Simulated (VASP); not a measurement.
Input of a VASP 6.6.1 run:

INCAR

```
PREC = Accurate
ENCUT = 520
EDIFF = 1E-6
ISMEAR = 0
SIGMA = 0.1
LREAL = False
LASPH = True
NELM = 150
ALGO = Normal
ISIF = 2
LWAVE = False
LCHARG = False
ISPIN = 2
MAGMOM = 0 0 0.29 0.29 0.29 0.29
LORBIT = 11
GGA = PE
NBANDS = 29
```

File KPOINTS:

```
regular mesh
0
Gamma
  12 12 12
```

POSCAR

```
CO2
1.0
    0.0000000000      2.9680854774      2.9680854774
    2.9680854774      0.0000000000      2.9680854774
    2.9680854774      2.9680854774      0.0000000000
C O
2 4
Direct
    0.0000000000      0.0000000000      0.0000000000
    0.2500000000      0.2500000000      0.2500000000
    0.6250000000      0.6250000000      0.6250000000
    0.1250000000      0.6250000000      0.6250000000
    0.6250000000      0.6250000000      0.1250000000
    0.6250000000      0.1250000000      0.6250000000
```

Potentials or basis: VASP PAW PBE potentials, release 64 (C, O).

Run with:

```console
$ cat potpaw_PBE.64/C/POTCAR potpaw_PBE.64/O/POTCAR > POTCAR
$ mpirun -np 1 vasp_std > vasp.out
```

Task: Predict the band gap on the k mesh.

Result: Zero (filled and empty bands overlap).

Task: Predict the pressure.

Result: -0.4 GPa.

Task: What does it give for the net moment?

Result: 0.00 μB per cell.
